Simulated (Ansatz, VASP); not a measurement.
**One calculation of AlN, two programs**

Contents of POSCAR:

```
AlN
1.0
    3.1109999993      0.0000000000      0.0000000000
   -1.5554999997      2.6942050306      0.0000000000
    0.0000000000      0.0000000000      4.9511140000
Al N
2 2
Direct
    0.3333333333      0.6666666667     -0.0005508199
    0.6666666667      0.3333333333      0.4994491801
    0.3333333333      0.6666666667      0.3825508199
    0.6666666667      0.3333333333      0.8825508199
```

INCAR.step1

```
SYSTEM = AlN
ALGO = Normal ; EDIFF = 1E-5
ENCUT = 520 ; GGA = PE
ISIF = 2 ; ISMEAR = 0
LASPH = .True. ; LCHARG = .False.
LREAL = .False. ; LWAVE = .True.
NBANDS = 16 ; NELM = 80
PREC = Accurate ; SIGMA = 0.03
```

INCAR.step2

```
SYSTEM = AlN
ALGO = Normal ; EDIFF = 1E-6
ENCUT = 520 ; GGA = PE
HFSCREEN = 0.2079 ; ISIF = 2
ISMEAR = 0 ; ISTART = 1
LASPH = .True. ; LCHARG = .False.
LHFCALC = .True. ; LREAL = .False.
LWAVE = .False. ; NBANDS = 16
NELM = 80 ; PREC = Accurate
PRECFOCK = Normal ; SIGMA = 0.03
```

File KPOINTS:

```
k-points
0
Gamma
  6 6 4
  0 0 0
```

Input for Ansatz:

```yaml
crystal:
  lattice:
    - [3.1109999993, 0.0, 0.0]
    - [-1.5554999997, 2.6942050306, 0.0]
    - [0.0, 0.0, 4.951114]
  atoms:
    - { symbol: Al, position: [0.3333333333, 0.6666666667, -0.0005508199] }
    - { symbol: Al, position: [0.6666666667, 0.3333333333, 0.4994491801] }
    - { symbol: "N", position: [0.3333333333, 0.6666666667, 0.3825508199] }
    - { symbol: "N", position: [0.6666666667, 0.3333333333, 0.8825508199] }
scf:
  occupations: { method: gaussian, width: 0.03 }
output:
  eigenstates: { kpoints: [[0, 0, 0]] }
hamiltonian:
  xc: hse06
kpoints:
  mp_grid: { grid: [6, 6, 4] }
```

Alike in both runs: task single point; functional HSE06; k mesh 6 × 6 × 4; occupations gaussian, width 0.03 eV; no spin polarisation.

|  | VASP | Ansatz |
| --- | --- | --- |
| version | VASP 6.6.1 | Ansatz 0.2.0 |
| potentials or method | VASP PAW PBE potentials, release 64 (Al, N) | scalar-relativistic, plane waves, PAW |
| plane-wave cutoff (eV) | 520 | 420 |
| valence electrons in the cell | 16 | 16 |

```csv
,VASP,Ansatz,Ansatz less VASP
gap on the k mesh at the Fermi level (eV),5.58,5.59,+0.006
least direct gap on the mesh (eV),5.58,5.59,+0.006
```

With one functional, cell and mesh, what is left measures potentials, basis and numerics.
